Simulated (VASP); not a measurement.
Runs of VASP 6.6.1 on Pb. The structure is that of space group Fm-3m (No. 225), or close to it. The cells are those of the table. 

| spin | cell | cutoff (eV) | gap on the mesh (eV) | pressure (GPa) | moment (μB) |
| --- | --- | --- | --- | --- | --- |
| non-collinear, zero start, SOC | a = 3.564 Å, angles 60.0°, 1 atom | 520 | - | 0.5 | 0.00 |
| off | a = 3.540 Å, angles 60.0°, 1 atom | 500 | none | 0.7 | - |
| non-collinear, zero start, SOC | a = 3.540 Å, angles 60.0°, 1 atom | 500 | - | (a) | 0.00 |
| off | a = 3.564 Å, angles 60.0°, 1 atom | 520 | none | -0.1 | - |

Alike in all rows: task single point; level PBE; potentials or basis VASP PAW PBE potentials, release 64 (Pb_d); k mesh 4 × 4 × 4; smearing fermi-dirac 0.15 eV.

Problem. Estimate the missing entries.

Solution. (a) 1.2.

Caveats: all runs use coarse meshes; spin-orbit coupling is left out, which moves the levels of the heavy elements (some runs).

A k mesh can miss the band edges, and rows without SOC leave out spin-orbit coupling on Pb.

A gap of «none» marks levels without a gap at the run's occupations.
